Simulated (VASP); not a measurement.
A run of VASP 6.6.1 is set up as follows.

INCAR

```
SYSTEM = Cu4H
  PREC = Accurate
  ENCUT = 520
  EDIFF = 1E-6
  ISMEAR = 0
  SIGMA = 0.1
  LREAL = .False.
  LASPH = .True.
  NELM = 60
  ALGO = Normal
  ISIF = 2
  LWAVE = .False.
  LCHARG = .False.
  LDIPOL = .True.
  IDIPOL = 3
  DIPOL = 0.5 0.5 0.497
  GGA = PS
  IBRION = 2
  NSW = 90
  EDIFFG = -0.03
```

KPOINTS

```
Automatic mesh
0
Gamma
  12 12 1
  0 0 0
```

Contents of POSCAR:

```
Cu4H
1.0
    2.5196845176      0.0000000000      0.0000000000
   -1.2598422588      2.1821108017      0.0000000000
    0.0000000000      0.0000000000     25.1719413808
Cu H
4 1
Selective dynamics
Direct
    0.6666666667      0.3333333333      0.3376775701  F F F
    0.3333333333      0.6666666667      0.4194080080  F F F
    0.0000000000      0.0000000000      0.5001010441  T T T
    0.6666666667      0.3333333333      0.5807085463  T T T
    0.6666666667      0.3333333333      0.6458604539  T T T
```

Potentials or basis: VASP PAW PBE potentials, release 64 (Cu, H).

Run with:

```console
$ cat potpaw_PBE.64/Cu/POTCAR potpaw_PBE.64/H/POTCAR > POTCAR
$ mpirun -np 1 vasp_std > vasp.out
```

Question: What does it give for the band gap on the k mesh?

Answer: Zero (an odd number of electrons rules out a gap without spin polarisation).

Question: Estimate the energy gained by relaxing.

Answer: 18.6 meV/atom.

Step by step:
| step | energy change (eV) | largest force on free atoms (eV/Å) | pressure (GPa) |
| --- | --- | --- | --- |
| 1 | 0.0000 | 1.2528 | -1.19 |
| 2 | -0.0864 | 0.2991 | -0.98 |
| 3 | -0.0891 | 0.2487 | -0.90 |
| 4 | -0.0891 | 0.2433 | -0.92 |
| 5 | -0.0918 | 0.1302 | -0.91 |
| 6 | -0.0929 | 0.0158 | -0.89 |

Caveat: the PAW data sets were made with another functional, which shifts forces and pressure a little.
